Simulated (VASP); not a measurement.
# Na (P6_3/mmc) in VASP: notebook

The runs below take Na through single point, with PBE.

Everything below comes from runs of VASP 6.6.1. Logs are shortened: lines on timing, memory, paths and dates and some standing lists are left out, and cuts for length are marked.

### 1 The cell of the first run

Symmetry: P6_3/mmc, No. 194, hexagonal system. Conventional cell: a = 3.767 Å, b = 3.767 Å, c = 5.846 Å, α = 90.00°, β = 90.00°, γ = 120.00°. Na (site symmetry -6m2) has 12 Na at 3.64 to 3.77 Å within 4.8 Å.

This isn't the form of Na at room conditions, which is bcc.

### 2 Single point, PBE (strain +0.000 along x and y, -0.050 along z)

INCAR

```
ALGO = Normal
EDIFF = 1E-7
ENCUT = 520
GGA = PE
ISIF = 2
ISMEAR = 0
LASPH = T
LCHARG = F
LREAL = F
LWAVE = F
NBANDS = 14
NELM = 80
PREC = Accurate
SIGMA = 0.15
```

KPOINTS

```
k-points
0
Gamma
  15 15 8
```

POSCAR

```
Na
1.0
    3.7670009976      0.0000000000      0.0000000000
   -1.8835004988      3.2623185600      0.0000000000
    0.0000000000      0.0000000000      5.8463000000
Na
2
Direct
    0.3333333333      0.6666666667      0.2500000000
    0.6666666667      0.3333333333      0.7500000000
```

Potentials or basis: VASP PAW PBE potentials, release 64 (Na_pv).

Launch:

```
> cat potpaw_PBE.64/Na_pv/POTCAR > POTCAR
> mpirun -np 1 vasp_std > vasp.out
```

OUTCAR:

```text
EDIFF = 1E-7
   ENCUT = 520
   GGA = PE
   ISIF = 2
   ISMEAR = 0
   LASPH = T
   LREAL = F
   NELM = 80
   PREC = Accurate

 ion  position               nearest neighbor table
   1  0.333  0.667  0.250-
   2  0.667  0.333  0.750-

  LATTYP: Found a hexagonal cell.
 ALAT       =     3.7670009976
 C/A-ratio  =     1.5519772901

  Lattice vectors:

 A1 = (   3.7670009976,   0.0000000000,   0.0000000000)
 A2 = (  -1.8835004988,   3.2623185600,   0.0000000000)
 A3 = (   0.0000000000,   0.0000000000,   5.8463000000)

Analysis of symmetry for initial positions (statically):
=====================================================================
 Subroutine PRICEL returns:
 Original cell was already a primitive cell.

 Routine SETGRP: Setting up the symmetry group for a
 hexagonal supercell.

 Subroutine GETGRP returns: Found 24 space group operations
 (whereof 12 operations were pure point group operations)
 out of a pool of 24 trial point group operations.

The static configuration has the point symmetry D_3d.
 The point group associated with its full space group is D_6h.

Analysis of symmetry for dynamics (positions and initial velocities):
=====================================================================
 Subroutine PRICEL returns:
 Original cell was already a primitive cell.

 Routine SETGRP: Setting up the symmetry group for a
 hexagonal supercell.

 Subroutine GETGRP returns: Found 24 space group operations
 (whereof 12 operations were pure point group operations)
 out of a pool of 24 trial point group operations.

The dynamic configuration has the point symmetry D_3d.
 The point group associated with its full space group is D_6h.

 Subroutine INISYM returns: Found 24 space group operations
 (whereof 12 operations are pure point group operations),
 and found     1 'primitive' translations

----------------------------------------------------------------------------------------

                                     Primitive cell

  volume of cell :      71.8461

  direct lattice vectors                    reciprocal lattice vectors
     3.767000998  0.000000000  0.000000000     0.265463163  0.153265229  0.000000000
    -1.883500499  3.262318560  0.000000000     0.000000000  0.306530457  0.000000000
     0.000000000  0.000000000  5.846300000     0.000000000  0.000000000  0.171048355

  length of vectors
     3.767000998  3.767000998  5.846300000     0.306530457  0.306530457  0.171048355

  position of ions in fractional coordinates (direct lattice)
     0.333333333  0.666666667  0.250000000
     0.666666667  0.333333333  0.750000000

  ion indices of the primitive-cell ions
   primitive index   ion index
                 1           1
                 2           2

----------------------------------------------------------------------------------------

 KPOINTS: k-points

Automatic generation of k-mesh.
 Grid dimensions read from file:
 generate k-points for:   15   15    8

 Generating k-lattice:

  Cartesian coordinates                     Fractional coordinates (reciprocal lattice)
     0.017697544  0.010217682  0.000000000     0.066666667  0.000000000  0.000000000
     0.000000000  0.020435364  0.000000000     0.000000000  0.066666667  0.000000000
     0.000000000  0.000000000  0.021381044     0.000000000  0.000000000  0.125000000

  Length of vectors
     0.020435364  0.020435364  0.021381044

  Shift w.r.t. Gamma in fractional coordinates (k-lattice)
     0.000000000  0.000000000  0.000000000

 Subroutine IBZKPT returns following result:
 ===========================================

 Found    135 irreducible k-points:

 Following reciprocal coordinates:
            Coordinates               Weight
  0.000000  0.000000  0.000000      1.000000
  0.066667 -0.000000  0.000000      6.000000
  0.133333  0.000000  0.000000      6.000000
  0.200000 -0.000000  0.000000      6.000000
  0.266667  0.000000  0.000000      6.000000
  0.333333  0.000000  0.000000      6.000000
[... 16 lines left out ...]
  0.333333  0.200000  0.000000     12.000000
  0.400000  0.200000  0.000000      6.000000
 [... further k-points ...]
   k-points           NKPTS =    135   k-points in BZ     NKDIM =    135   number of bands    NBANDS=     14
   number of dos      NEDOS =    301   number of ions     NIONS =      2
   total plane-waves  NPLWV =  37632
   dimension x,y,z NGX =    28 NGY =   28 NGZ =   48
   dimension x,y,z NGXF=    56 NGYF=   56 NGZF=   96
   ions per type =               2
   NGX,Y,Z   is equivalent  to a cutoff of  12.36, 12.36, 13.65 a.u.
   NGXF,Y,Z  is equivalent  to a cutoff of  24.71, 24.71, 27.30 a.u.
 SYSTEM =  unknown system
   PREC   = accura    normal or accurate (medium, high low for compatibility)
   ISTART =      0    job   : 0-new  1-cont  2-samecut
   ICHARG =      2    charge: 1-file 2-atom 10-const
   ISPIN  =      1    spin polarized calculation?
   LNONCOLLINEAR =      F non collinear calculations
   LSORBIT =      F    spin-orbit coupling
   LASPH  =      T    aspherical Exc in radial PAW
   ENCUT  =  520.0 eV  38.22 Ry    6.18 a.u.   7.00  7.00 10.87*2*pi/ulx,y,z
   NELM   =     80;   NELMIN=  2; NELMDL= -5     # of ELM steps
   EDIFF  = 0.1E-06   stopping-criterion for ELM
   LREAL  =      F    real-space projection
   EDIFFG = 0.1E-05   stopping-criterion for IOM
   NSW    =      0    number of steps for IOM
   IBRION =     -1    ionic relax: 0-MD 1-quasi-New 2-CG
   NFREE  =      0    steps in history (QN), initial steepest desc. (CG)
   ISIF   =      2    stress and relaxation
   ISYM   =      2    0-nonsym 1-usesym 2-fastsym
   POTIM  = 0.5000    time-step for ionic-motion
   TEBEG  =    0.0;   TEEND  =   0.0 temperature during run
   PSTRESS=    0.0 pullay stress
   NELECT =      14.0000    total number of electrons
   NUPDOWN=      -1.0000    fix difference up-down
   EMIN   =  10.00;   EMAX   =-10.00  energy-range for DOS
   EFERMI =   0.00;   METHOD = LEGACY
   ISMEAR =     0;   SIGMA  =   0.15  broadening in eV -4-tet -1-fermi 0-gaus
   EFERMI_NEDOS =   21; number of points for ismear=-14 and -15
   IALGO  =     38    algorithm
   IMIX   =      4    mixing-type and parameters
     AMIX     =   0.40;   BMIX     =  1.00
     AMIX_MAG =   1.60;   BMIX_MAG =  1.00
  volume/ion in A,a.u.               =      35.92       242.42
  Fermi-wavevector in a.u.,A,eV,Ry     =   0.949110  1.793557 12.256255  0.900809
  Thomas-Fermi vector in A             =   2.077362
   LORBIT       =      0    0 simple, 1 ext, 2 COOP (PROOUT), +10 PAW based schemes
   GGA     = PE    functional components
   LHFCALC =     F    Hartree Fock is set to
   AEXX    =    0.0000 exact exchange contribution
   IVDW    =     0    specifies the selected vdW correction
   LEPSILON=     F    determine dielectric tensor
   LRPA    =     F    only Hartree local field effects (RPA)
 non-spin polarized calculation
 Gauss-broadening in eV      SIGMA  =   0.15
  energy-cutoff  :      520.00
  volume of cell :       71.85
 maximum number of plane-waves:      1952
 NGX is ok and might be reduce to    28
   NGX = 13   NGY = 13   NGZ = 21

 number of electron      14.0000017 magnetization

 Free energy of the ion-electron system (eV)
  ---------------------------------------------------
  ext. energy  EPLUGINS =         0.00000000
  ---------------------------------------------------
  free energy    TOTEN  =        -2.62222882 eV

  energy without entropy =       -2.61102438  energy(sigma->0) =       -2.61662660

 E-fermi :   0.4316     XC(G=0):  -6.5838

 val. band max:        0.4315885800   @ k =   0.4667  -0.0000   0.2500
 cond. band min:       0.4335189006   @ k =   0.3333   0.2000   0.2500
 fundamental gap:      0.0019303206
 Fermi energy:         0.4316426026

 k-point     1 :       0.0000    0.0000    0.0000
  band No.  band energies     occupation
      1     -24.4995      2.00000
      2     -24.4613      2.00000
      3     -24.4613      2.00000
      4     -24.4551      2.00000
      5     -24.4541      2.00000
      6     -24.4541      2.00000
      7      -2.9251      2.00000
      8       1.2259      0.00000
      9       1.7247      0.00000
     10      10.1569      0.00000
     11      10.1569      0.00000
     12      10.5069      0.00000
     13      10.5070      0.00000
     14      10.9438      0.00000

 k-point     2 :       0.0667   -0.0000    0.0000
  band No.  band energies     occupation
      1     -24.4989      2.00000
      2     -24.4624      2.00000
      3     -24.4617      2.00000
      4     -24.4554      2.00000
      5     -24.4552      2.00000
      6     -24.4543      2.00000
      7      -2.8600      2.00000
      8       1.2829      0.00000
      9       1.7872      0.00000
     10       8.9038      0.00000
     11       9.5743      0.00000
     12      10.0916      0.00000
     13      11.1750      0.00000
     14      11.8463      0.00000

 k-point     3 :       0.1333    0.0000    0.0000
  band No.  band energies     occupation
      1     -24.4972      2.00000
      2     -24.4654      2.00000
      3     -24.4628      2.00000
      4     -24.4584      2.00000
      5     -24.4563      2.00000
      6     -24.4547      2.00000
      7      -2.6654      2.00000
      8       1.4544      0.00000
      9       1.9728      0.00000
     10       7.3996      0.00000
     11       8.9469      0.00000
     12       9.3294      0.00000
     13      11.0350      0.00000
     14      11.9974      0.00000
[... 324 lines left out ...]
 k-point    23 :       0.3333    0.2000    0.0000
  band No.  band energies     occupation
      1     -24.4831      2.00000
      2     -24.4797      2.00000
      3     -24.4771      2.00000
      4     -24.4720      2.00000
      5     -24.4679      2.00000
      6     -24.4633      2.00000
      7       0.1673      1.98730
      8       1.9638      0.00000
      9       3.6053      0.00000
     10       4.0488      0.00000
     11       5.0987      0.00000
     12       5.7953      0.00000
     13       7.0271      0.00000
     14       7.5527      0.00000

 k-point    24 :       0.4000    0.2000    0.0000
  band No.  band energies     occupation
      1     -24.4840      2.00000
      2     -24.4781      2.00000
      3     -24.4766      2.00000
      4     -24.4735      2.00000
      5     -24.4692      2.00000
      6     -24.4637      2.00000
      7       0.9564      0.00000
      8       1.0804      0.00000
      9       3.5879      0.00000
     10       4.8587      0.00000
     11       4.8669      0.00000
     12       5.4537      0.00000
     13       6.5266      0.00000
     14       7.4931      0.00000

 [... further k-points ...]

------------------------ aborting loop because EDIFF is reached ----------------------------------------

  FORCE on cell =-STRESS in cart. coord.  units (eV):
  Direction    XX          YY          ZZ          XY          YZ          ZX
  --------------------------------------------------------------------------------------
  -------------------------------------------------------------------------------------
  Total        0.0567779      0.0567779      0.2510789      0.0000000      0.0000000     -0.0000000
  in kB        1.2661552      1.2661552      5.5990918      0.0000000      0.0000000     -0.0000000
  external PRESSURE =       2.7104674 kB  Pullay stress =       0.0000000 kB

 VOLUME and BASIS-vectors are now :
 -----------------------------------------------------------------------------
  energy-cutoff  :      520.00
  volume of cell :       71.85
      direct lattice vectors                 reciprocal lattice vectors
     3.767000998  0.000000000  0.000000000     0.265463163  0.153265229  0.000000000
    -1.883500499  3.262318560  0.000000000     0.000000000  0.306530457  0.000000000
     0.000000000  0.000000000  5.846300000     0.000000000  0.000000000  0.171048355

 POSITION                                       TOTAL-FORCE (eV/Angst)
 -----------------------------------------------------------------------------------
     -0.00000      2.17488      1.46158        -0.000000     -0.000000      0.000000
      1.88350      1.08744      4.38473         0.000000      0.000000      0.000000
 -----------------------------------------------------------------------------------
    total drift:                                0.000000     -0.000000      0.000000

  FREE ENERGIE OF THE ION-ELECTRON SYSTEM (eV)
  ---------------------------------------------------
  free  energy   TOTEN  =        -2.6222288243 eV

  energy  without entropy=       -2.6110243808  energy(sigma->0) =       -2.61662660
```

Wall time 35 s (1 thread of Intel Xeon 6975P-C (Granite Rapids), shared host); peak memory 0.24 GiB.

Results:

```yaml
Free_energy: -2.6222 eV
Pressure: 0.3 GPa
Band_gap_on_the_k_mesh: zero (bands 7 and 8 overlap by 4.24 eV)
```

Levels at points of the mesh, in eV from the Fermi level:
```csv
k point,band 3,band 4,band 5,band 6,band 7,band 8,band 9,band 10,band 11,band 12
"(0.00, 0.00, 0.00)",-24.89,-24.89,-24.89,-24.89,-3.36,0.79,1.29,9.73,9.73,10.08
"(0.00, 0.00, 0.50)",-24.89,-24.89,-24.89,-24.89,-2.23,-2.23,6.21,6.21,10.37,10.37
```

Caveat: the cell differs from its parent crystal (strain +0.000 along x and y, -0.050 along z).

### 3 Single point, PBE (strain -0.025 along x and y, +0.000 along z)

INCAR

```
SYSTEM = Na
  PREC = Accurate
  ENCUT = 520
  EDIFF = 1E-7
  ISMEAR = 0
  SIGMA = 0.15
  LREAL = .False.
  LASPH = .True.
  NELM = 60
  ALGO = Normal
  ISIF = 2
  LWAVE = .False.
  LCHARG = .False.
  GGA = PE
  NBANDS = 14
```

KPOINTS

```
regular mesh
0
Gamma
  15 15 8
  0 0 0
```

POSCAR

```
Na
1.0
    3.6728259727      0.0000000000      0.0000000000
   -1.8364129863      3.1807605960      0.0000000000
    0.0000000000      0.0000000000      6.1540000000
Na
2
Direct
    0.3333333333      0.6666666667      0.2500000000
    0.6666666667      0.3333333333      0.7500000000
```

Potentials or basis: VASP PAW PBE potentials, release 64 (Na_pv).

Launch:

```
> cat potpaw_PBE.64/Na_pv/POTCAR > POTCAR
> mpirun -np 1 vasp_std > vasp.out
```

Run time: 32 s. Hardware: 1 thread of Intel Xeon 6975P-C (Granite Rapids), shared host; peak memory 0.23 GiB.

It converged, with:

* Free energy: -2.6240 eV
* Pressure: 0.3 GPa
* Band gap on the k mesh: zero (bands 7 and 8 overlap by 4.49 eV)

Stress tensor (GPa, compression positive):
```
0.36 0.00 0.00
0.00 0.36 0.00
0.00 0.00 0.05
```

Levels at points of the mesh, in eV from the Fermi level:
```csv
k point,band 5,band 6,band 7,band 8,band 9,band 10
"(0.00, 0.00, 0.00)",-24.89,-24.89,-3.36,0.43,0.82,10.35
"(0.00, 0.00, 0.50)",-24.89,-24.89,-2.34,-2.34,5.33,5.33
```

Caveat: the cell differs from its parent crystal (strain -0.025 along x and y, +0.000 along z).

(Part 1 of 2 ends here.)
